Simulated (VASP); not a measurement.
## AlN: single point with BLYP+D4

The system is AlN.

```
Al N
1.0
     0.00000    2.17753    2.17753
     2.17753    0.00000    2.17753
     2.17753    2.17753    0.00000
Al N
1 1
Direct
  0.00000 0.00000 0.00000
  0.25000 0.25000 0.25000
```

- Program: VASP 6.6.1
- Task: single point
- Functional: BLYP
- Dispersion: D4
- Potentials or basis: VASP PAW PBE potentials, release 64 (Al, N)
- Cutoff: 520 eV
- k mesh: 10 × 10 × 10
- Occupations: fermi-dirac, width 0.05 eV
- Spin: no spin polarisation
- Dipole correction: no
- Further INCAR settings: ALGO = Normal; EDIFF = 1e-07; NBANDS = 11

* Pressure: 0.5 GPa
* Band gap on the k mesh: 3.68 eV, indirect (least direct gap 4.56 eV)
* Dispersion energy per atom: -0.596 eV

Levels at points of the mesh, in eV from the valence-band top:
| k point | band 1 | band 2 | band 3 | band 4 | band 5 | band 6 | band 7 | band 8 |
| --- | --- | --- | --- | --- | --- | --- | --- | --- |
| (0.00, 0.00, 0.00) | -14.93 | 0.00 | 0.00 | 0.00 | 4.56 | 12.71 | 12.71 | 12.71 |
| (0.50, 0.00, 0.00) | -12.89 | -5.76 | -0.48 | -0.48 | 7.64 | 10.20 | 11.34 | 11.34 |
| (0.50, 0.50, 0.00) | -12.25 | -4.85 | -1.76 | -1.76 | 3.68 | 8.85 | 14.14 | 15.93 |

It took 32 s on 1 thread of AMD EPYC 7R13, with other jobs on the host, peak memory 0.11 GiB.

Caveat: the PAW data sets were made with another functional, which shifts forces and pressure a little. A k mesh can miss the band edges.
